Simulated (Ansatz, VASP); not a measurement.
BaHfO3: VASP beside Ansatz

INCAR

```
  PREC = Accurate
  ENCUT = 520
  EDIFF = 1E-7
  ISMEAR = 0
  SIGMA = 0.1
  LREAL = F
  LASPH = T
  NELM = 80
  ALGO = Normal
  ISIF = 2
  LWAVE = F
  LCHARG = F
  GGA = PE
  NBANDS = 49
```

File KPOINTS:

```
regular mesh
0
Gamma
  4 4 2
```

POSCAR

```
BaHfO3
1.0
   -4.2061261001      0.0000000000      0.0000000000
    0.0000000000      0.0000000000     -4.2061261001
    0.0000000000     -8.4122522002      0.0000000000
Ba Hf O
2 2 6
Direct
    0.5000000000      0.5000000000      0.7500000000
    0.5000000000      0.5000000000      0.2500000000
    0.0000000000      1.0000000000      1.0000000000
    1.0000000000      1.0000000000      0.5000000000
    0.0000000000      0.5000000000      1.0000000000
    1.0000000000      0.5000000000      0.5000000000
    0.5000000000      1.0000000000      1.0000000000
    0.5000000000      1.0000000000      0.5000000000
    0.0000000000      1.0000000000      0.7500000000
    0.0000000000      1.0000000000      0.2500000000
```

Input for Ansatz:

```yaml
crystal:
  lattice:
    - [-4.2061261001, 0.0, 0.0]
    - [0.0, 0.0, -4.2061261001]
    - [0.0, -8.4122522002, 0.0]
  atoms:
    - { symbol: Ba, position: [0.5, 0.5, 0.75] }
    - { symbol: Ba, position: [0.5, 0.5, 0.25] }
    - { symbol: Hf, position: [0.0, 1.0, 1.0] }
    - { symbol: Hf, position: [1.0, 1.0, 0.5] }
    - { symbol: O, position: [0.0, 0.5, 1.0] }
    - { symbol: O, position: [1.0, 0.5, 0.5] }
    - { symbol: O, position: [0.5, 1.0, 1.0] }
    - { symbol: O, position: [0.5, 1.0, 0.5] }
    - { symbol: O, position: [0.0, 1.0, 0.75] }
    - { symbol: O, position: [0.0, 1.0, 0.25] }
basis:
  ecutwfc: 420
kpoints:
  mp_grid: { grid: [4, 4, 2] }
hamiltonian:
  xc: pbe
scf:
  occupations: { method: gaussian, width: 0.1 }
  lower_state_search: "off"
output:
  forces: true
  stress: true
  eigenvalues: true
```

Alike in both runs: task single point; functional PBE; k mesh 4 × 4 × 2; occupations gaussian, width 0.1 eV; no spin polarisation.

```csv
,VASP,Ansatz
version,VASP 6.6.1,Ansatz 0.2.0
potentials or method,"VASP PAW PBE potentials, release 64 (Ba_sv, Hf_pv, O), cutoff 520 eV","scalar-relativistic, plane waves, PAW"
valence electrons in the cell,76,108
```

```tsv
	VASP	Ansatz	Ansatz less VASP
gap on the k mesh at the Fermi level (eV)	3.53	3.62	+0.087
least direct gap on the mesh (eV)	3.77	3.75	-0.017
pressure (GPa)	-0.5	0.0	+0.57
```

With one functional, cell and mesh, what is left measures potentials, basis and numerics. VASP's potentials hold 76 valence electrons a cell and Ansatz's 108, so a difference there can come from the potentials and not from the codes.

Spin-orbit coupling is off throughout.
